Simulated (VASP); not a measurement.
## Zn6HS6 (a cell with a defect): single point with PBE

Crystal: Zn6HS6 (a cell with a defect).

```xyz
13
Lattice="0.0000 0.0000 6.3046 -5.7661 -3.3291 0.0000 5.7661 -3.3291 0.0000" Properties=species:S:1:pos:R:3 pbc="T T T"
Zn    4.0345   -4.3288    0.0816
Zn   -4.0347   -4.3287    0.0816
Zn    0.0000   -4.6586    0.0815
Zn    0.0000   -2.0487    3.1139
Zn   -1.7742   -5.6338    3.1140
Zn   -3.9919   -2.3047    3.1140
S     3.6990   -4.5225    2.3935
S    -3.6990   -4.5225    2.3936
S     0.0000   -4.2713    2.3935
S     0.0000   -2.2898    5.4841
S    -1.9830   -5.5132    5.4842
S    -3.7831   -2.1842    5.4842
H     0.0000   -0.0001    1.3217
```

```
Program                : VASP 6.6.1
Task                   : single point
Functional             : PBE
Potentials or basis    : VASP PAW PBE potentials, release 64 (Zn, S, H)
Cutoff                 : 520 eV
k mesh                 : 2 × 2 × 2
Occupations            : gaussian, width 0.02 eV
Spin                   : no spin polarisation
Dipole correction      : no
Charge                 : -1
Further INCAR settings : ALGO = Normal; EDIFF = 1e-06; NBANDS = 66; NELECT = 110.0
```

```yaml
Largest_force: 0.699 eV/Å
```

Forces on the atoms (eV/Å):
```
Zn   0.201  0.116  0.036
Zn  -0.201  0.116  0.036
Zn   0.000 -0.232  0.036
Zn   0.000 -0.138  0.144
Zn  -0.119  0.069  0.144
Zn   0.119  0.069  0.144
S    0.129  0.074  0.037
S   -0.128  0.074  0.037
S    0.000 -0.148  0.037
S    0.000 -0.110  0.015
S   -0.095  0.055  0.015
S    0.095  0.055  0.015
H    0.000  0.000 -0.699
```

Levels at points of the mesh, in eV from the Fermi level:
| k point | band 51 | band 52 | band 53 | band 54 | band 55 | band 56 | band 57 | band 58 | band 59 | band 60 |
| --- | --- | --- | --- | --- | --- | --- | --- | --- | --- | --- |
| (0.00, 0.00, 0.00) | -2.40 | -1.66 | -1.56 | -1.56 | -0.94 | 0.95 | 1.36 | 2.77 | 3.94 | 3.94 |
| (0.50, 0.00, 0.00) | -2.09 | -2.09 | -1.91 | -1.91 | -0.12 | 1.76 | 2.33 | 2.66 | 2.66 | 2.88 |
| (0.00, 0.50, 0.00) | -2.40 | -2.36 | -2.24 | -2.21 | -0.46 | 2.15 | 2.35 | 2.46 | 2.85 | 3.11 |
| (0.00, 0.00, 0.50) | -2.40 | -2.36 | -2.24 | -2.21 | -0.46 | 2.15 | 2.35 | 2.46 | 2.85 | 3.11 |
| (0.00, 0.50, 0.50) | -2.40 | -2.36 | -2.24 | -2.21 | -0.46 | 2.15 | 2.35 | 2.46 | 2.85 | 3.11 |
| (0.50, 0.50, 0.00) | -2.94 | -2.94 | -2.81 | -2.77 | -0.70 | 1.67 | 2.49 | 2.77 | 2.79 | 3.08 |
| (0.50, 0.00, 0.50) | -2.94 | -2.94 | -2.80 | -2.77 | -0.70 | 1.67 | 2.49 | 2.77 | 2.79 | 3.08 |
| (0.50, 0.50, 0.50) | -2.94 | -2.94 | -2.80 | -2.77 | -0.70 | 1.67 | 2.49 | 2.77 | 2.79 | 3.08 |

It took 3 min on 1 thread of Intel(R) Xeon(R) Platinum 8259CL CPU @ 2.50GHz (Skylake/Cascade Lake) (shared host), peak memory 0.39 GiB.

Caveat: the k points lie up to 0.54 Å⁻¹ apart; the cell carries a net charge on a neutralising background, which shifts energy and pressure; the cell is charged against a uniform background, so pressure and absolute levels hang on convention.
